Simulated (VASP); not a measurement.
Runs of VASP 6.6.1 on SnTe. The structure is that of space group Fm-3m (No. 225), or close to it. The cells are those of the table. 

| cell | gap on the mesh (eV) | pressure (GPa) |
| --- | --- | --- |
| a = 4.453, b = 4.464 Å, angles 59.9, 60.2, 59.9°, 2 atoms | (b) | (d) |
| a = 4.475, b = 4.464 Å, angles 60.1, 59.8, 60.1°, 2 atoms | 0.07 | 1.7 |
| a = 4.498, b = 4.464 Å, angles 60.2, 59.5, 60.2°, 2 atoms | 0.05 | 1.3 |
| a = 4.503, b = 4.464 Å, angles 60.3, 59.4, 60.3°, 2 atoms | 0.05 | (a) |
| a = 4.420, b = 4.464 Å, angles 59.7, 60.7, 59.7°, 2 atoms | 0.17 | 3.1 |
| a = 4.442, b = 4.464 Å, angles 59.8, 60.3, 59.8°, 2 atoms | 0.12 | 2.5 |
| a = 4.431, b = 4.464 Å, angles 59.8, 60.5, 59.8°, 2 atoms | 0.14 | 2.8 |
| a = 4.509, b = 4.464 Å, angles 60.3, 59.3, 60.3°, 2 atoms | 0.04 | 1.1 |
| a = 4.486, b = 4.464 Å, angles 60.2, 59.7, 60.2°, 2 atoms | 0.06 | (c) |

Alike in all rows: task single point; level PBE; potentials or basis VASP PAW PBE potentials, release 64 (Sn_d, Te); no spin polarisation; k mesh 10 × 10 × 10; cutoff (eV) 520; smearing gaussian 0.03 eV.

Problem. Estimate the missing entries.

Solution. (a) 1.2; (b) 0.10; (c) 1.5; (d) 2.2.

Caveats: spin-orbit coupling is left out, which moves the levels of the heavy elements.

A k mesh can miss the band edges, and the runs leave out spin-orbit coupling on Sn, Te.
